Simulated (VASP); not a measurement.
# SiC (F-43m) in VASP: further runs, part 2 of 3

VASP 6.6.1. Earlier steps stand in the parts before.

**3. Single point, PBE**

This run uses another cell than the first one, of 7.62 Å³/atom.

Input file INCAR:

```
  ALGO = Normal
  EDIFF = 1E-6
  ENCUT = 600
  GGA = PE
  GGA_COMPAT = F
  ISIF = 2
  ISMEAR = 0
  LASPH = T
  LCHARG = F
  LREAL = F
  LWAVE = F
  NBANDS = 11
  NELM = 120
  PREC = Accurate
  SIGMA = 0.02
```

Input file KPOINTS:

```
k-points
0
Gamma
  16 16 16
```

Input file POSCAR:

```
SiC
1.0
    0.0000000000      1.9681900364      1.9681900364
    1.9681900364      0.0000000000      1.9681900364
    1.9681900364      1.9681900364      0.0000000000
Si C
1 1
Direct
    0.0000000000      0.0000000000      0.0000000000
    0.2500000000      0.2500000000      0.2500000000
```

Potentials or basis: VASP PAW PBE potentials, release 64 (Si, C).

Launch:

```console
cat potpaw_PBE.64/Si/POTCAR potpaw_PBE.64/C/POTCAR > POTCAR
mpirun -np 1 vasp_std > vasp.out
```

OUTCAR:

```text
EDIFF = 1E-6
   ENCUT = 600
   GGA = PE
   ISIF = 2
   ISMEAR = 0
   LASPH = T
   LREAL = F
   NELM = 120
   PREC = Accurate

 ion  position               nearest neighbor table
   1  0.000  0.000  0.000-   2 1.70   2 1.70   2 1.70   2 1.70
   2  0.250  0.250  0.250-   1 1.70   1 1.70   1 1.70   1 1.70

  LATTYP: Found a face centered cubic cell.
 ALAT       =     3.9363800728

  Lattice vectors:

 A1 = (   0.0000000000,   1.9681900364,   1.9681900364)
 A2 = (   1.9681900364,   0.0000000000,   1.9681900364)
 A3 = (   1.9681900364,   1.9681900364,   0.0000000000)

Analysis of symmetry for initial positions (statically):
=====================================================================
 Subroutine PRICEL returns:
 Original cell was already a primitive cell.

 Routine SETGRP: Setting up the symmetry group for a
 face centered cubic supercell.

 Subroutine GETGRP returns: Found 24 space group operations
 (whereof 24 operations were pure point group operations)
 out of a pool of 48 trial point group operations.

The static configuration has the point symmetry T_d .

Analysis of symmetry for dynamics (positions and initial velocities):
=====================================================================
 Subroutine PRICEL returns:
 Original cell was already a primitive cell.

 Routine SETGRP: Setting up the symmetry group for a
 face centered cubic supercell.

 Subroutine GETGRP returns: Found 24 space group operations
 (whereof 24 operations were pure point group operations)
 out of a pool of 48 trial point group operations.

The dynamic configuration has the point symmetry T_d .

 Subroutine INISYM returns: Found 24 space group operations
 (whereof 24 operations are pure point group operations),
 and found     1 'primitive' translations

----------------------------------------------------------------------------------------

                                     Primitive cell

  volume of cell :      15.2486

  direct lattice vectors                    reciprocal lattice vectors
     0.000000000  1.968190036  1.968190036    -0.254040510  0.254040510  0.254040510
     1.968190036  0.000000000  1.968190036     0.254040510 -0.254040510  0.254040510
     1.968190036  1.968190036  0.000000000     0.254040510  0.254040510 -0.254040510

  length of vectors
     2.783441043  2.783441043  2.783441043     0.440011070  0.440011070  0.440011070

  position of ions in fractional coordinates (direct lattice)
     0.000000000  0.000000000  0.000000000
     0.250000000  0.250000000  0.250000000

  ion indices of the primitive-cell ions
   primitive index   ion index
                 1           1
                 2           2

----------------------------------------------------------------------------------------

 KPOINTS: k-points

Automatic generation of k-mesh.
 Grid dimensions read from file:
 generate k-points for:   16   16   16

 Generating k-lattice:

  Cartesian coordinates                     Fractional coordinates (reciprocal lattice)
    -0.015877532  0.015877532  0.015877532     0.062500000  0.000000000  0.000000000
     0.015877532 -0.015877532  0.015877532     0.000000000  0.062500000  0.000000000
     0.015877532  0.015877532 -0.015877532     0.000000000  0.000000000  0.062500000

  Length of vectors
     0.027500692  0.027500692  0.027500692

  Shift w.r.t. Gamma in fractional coordinates (k-lattice)
     0.000000000  0.000000000  0.000000000

 Subroutine IBZKPT returns following result:
 ===========================================

 Found    145 irreducible k-points:

 Following reciprocal coordinates:
            Coordinates               Weight
  0.000000  0.000000  0.000000      1.000000
  0.062500  0.000000  0.000000      8.000000
  0.125000  0.000000  0.000000      8.000000
  0.187500  0.000000  0.000000      8.000000
  0.250000  0.000000  0.000000      8.000000
  0.312500  0.000000  0.000000      8.000000
[... 16 lines left out ...]
 -0.125000  0.062500  0.000000     24.000000
 -0.062500  0.062500  0.000000     12.000000
 [... further k-points ...]
   k-points           NKPTS =    145   k-points in BZ     NKDIM =    145   number of bands    NBANDS=     11
   number of dos      NEDOS =    301   number of ions     NIONS =      2
   total plane-waves  NPLWV =  13824
   dimension x,y,z NGX =    24 NGY =   24 NGZ =   24
   dimension x,y,z NGXF=    48 NGYF=   48 NGZF=   48
   ions per type =               1   1
   NGX,Y,Z   is equivalent  to a cutoff of  14.33, 14.33, 14.33 a.u.
   NGXF,Y,Z  is equivalent  to a cutoff of  28.67, 28.67, 28.67 a.u.
 SYSTEM =  unknown system
   PREC   = accura    normal or accurate (medium, high low for compatibility)
   ISTART =      0    job   : 0-new  1-cont  2-samecut
   ICHARG =      2    charge: 1-file 2-atom 10-const
   ISPIN  =      1    spin polarized calculation?
   LNONCOLLINEAR =      F non collinear calculations
   LSORBIT =      F    spin-orbit coupling
   LASPH  =      T    aspherical Exc in radial PAW
   ENCUT  =  600.0 eV  44.10 Ry    6.64 a.u.   5.56  5.56  5.56*2*pi/ulx,y,z
   NELM   =    120;   NELMIN=  2; NELMDL= -5     # of ELM steps
   EDIFF  = 0.1E-05   stopping-criterion for ELM
   LREAL  =      F    real-space projection
   EDIFFG = 0.1E-04   stopping-criterion for IOM
   NSW    =      0    number of steps for IOM
   IBRION =     -1    ionic relax: 0-MD 1-quasi-New 2-CG
   NFREE  =      0    steps in history (QN), initial steepest desc. (CG)
   ISIF   =      2    stress and relaxation
   ISYM   =      2    0-nonsym 1-usesym 2-fastsym
   POTIM  = 0.5000    time-step for ionic-motion
   TEBEG  =    0.0;   TEEND  =   0.0 temperature during run
   PSTRESS=    0.0 pullay stress
   NELECT =       8.0000    total number of electrons
   NUPDOWN=      -1.0000    fix difference up-down
   EMIN   =  10.00;   EMAX   =-10.00  energy-range for DOS
   EFERMI =   0.00;   METHOD = LEGACY
   ISMEAR =     0;   SIGMA  =   0.02  broadening in eV -4-tet -1-fermi 0-gaus
   EFERMI_NEDOS =   21; number of points for ismear=-14 and -15
   IALGO  =     38    algorithm
   IMIX   =      4    mixing-type and parameters
     AMIX     =   0.40;   BMIX     =  1.00
     AMIX_MAG =   1.60;   BMIX_MAG =  1.00
  volume/ion in A,a.u.               =       7.62        51.45
  Fermi-wavevector in a.u.,A,eV,Ry     =   1.320366  2.495131 23.719954  1.743367
  Thomas-Fermi vector in A             =   2.450198
   LORBIT       =      0    0 simple, 1 ext, 2 COOP (PROOUT), +10 PAW based schemes
   GGA     = PE    functional components
   LHFCALC =     F    Hartree Fock is set to
   AEXX    =    0.0000 exact exchange contribution
   IVDW    =     0    specifies the selected vdW correction
   LEPSILON=     F    determine dielectric tensor
   LRPA    =     F    only Hartree local field effects (RPA)
 non-spin polarized calculation
 Gauss-broadening in eV      SIGMA  =   0.02
  energy-cutoff  :      600.00
  volume of cell :       15.25
 maximum number of plane-waves:       531
 NGX is ok and might be reduce to    24
   NGX = 11   NGY = 11   NGZ = 11

 number of electron       8.0000000 magnetization

 Free energy of the ion-electron system (eV)
  ---------------------------------------------------
  ext. energy  EPLUGINS =         0.00000000
  ---------------------------------------------------
  free energy    TOTEN  =       -13.32686424 eV

  energy without entropy =      -13.32686424  energy(sigma->0) =      -13.32686424

 E-fermi :  12.0281     XC(G=0): -12.7421

 val. band max:       11.9140247845   @ k =  -0.0625   0.0625   0.0000
 cond. band min:      12.9255266081   @ k =   0.5000   0.5000   0.0000
 fundamental gap:      1.0115018236
 Fermi energy:        12.0281068423

 k-point     1 :       0.0000    0.0000    0.0000
  band No.  band energies     occupation
      1      -6.0809      2.00000
      2      11.9104      2.00000
      3      11.9104      2.00000
      4      11.9104      2.00000
      5      21.7138      0.00000
      6      21.7138      0.00000
      7      21.7138      0.00000
      8      21.8512      0.00000
      9      28.3975      0.00000
     10      28.3975      0.00000
     11      31.9068      0.00000
[... 309 lines left out ...]
 k-point    24 :      -0.0625    0.0625    0.0000
  band No.  band energies     occupation
      1      -5.8240      2.00000
      2      10.9667      2.00000
      3      11.4454      2.00000
      4      11.9140      2.00000
      5      21.3741      0.00000
      6      21.8778      0.00000
      7      22.1289      0.00000
      8      22.7309      0.00000
      9      26.5322      0.00000
     10      27.7147      0.00000
     11      31.8511      0.00000

 [... further k-points ...]
[... 5 lines left out ...]
  --------------------------------------------------------------------------------------
  -------------------------------------------------------------------------------------
  Total       11.8464624     11.8464624     11.8464624     -0.0000000      0.0000000      0.0000000
  in kB     1244.7100048   1244.7100048   1244.7100048     -0.0000000      0.0000000      0.0000000
  external PRESSURE =    1244.7100048 kB  Pullay stress =       0.0000000 kB

 VOLUME and BASIS-vectors are now :
 -----------------------------------------------------------------------------
  energy-cutoff  :      600.00
  volume of cell :       15.25
      direct lattice vectors                 reciprocal lattice vectors
     0.000000000  1.968190036  1.968190036    -0.254040510  0.254040510  0.254040510
     1.968190036  0.000000000  1.968190036     0.254040510 -0.254040510  0.254040510
     1.968190036  1.968190036  0.000000000     0.254040510  0.254040510 -0.254040510

 POSITION                                       TOTAL-FORCE (eV/Angst)
 -----------------------------------------------------------------------------------
      0.00000      0.00000      0.00000         0.000000     -0.000000      0.000000
      0.98410      0.98410      0.98410        -0.000000      0.000000     -0.000000
 -----------------------------------------------------------------------------------
    total drift:                               -0.000000     -0.000000     -0.000000

  FREE ENERGIE OF THE ION-ELECTRON SYSTEM (eV)
  ---------------------------------------------------
  free  energy   TOTEN  =       -13.3268642396 eV

  energy  without entropy=      -13.3268642396  energy(sigma->0) =      -13.32686424
```

stdout:

```text
POSCAR found type information on POSCAR SiC
 POSCAR found :  2 types and       2 ions
 scaLAPACK will be used
 LDA part: xc-table for (Slater+PW92), standard interpolation
 POSCAR, INCAR and KPOINTS ok, starting setup
 FFT: planning ... GRIDC
 FFT: planning ... GRID_SOFT
 FFT: planning ... GRID
 WAVECAR not read
 entering main loop
```

Run time: 20 s. Hardware: 1 thread of Intel Xeon 8259CL, shared host; peak memory 0.15 GiB.

What came out:

```
Free energy            : -13.3269 eV
Pressure               : 124.5 GPa
Band gap on the k mesh : 1.01 eV (least direct gap 4.76 eV)
```

Caveat: the cell stands under pressure. A k mesh can miss the band edges.

(Continued in part 3 of 3.)
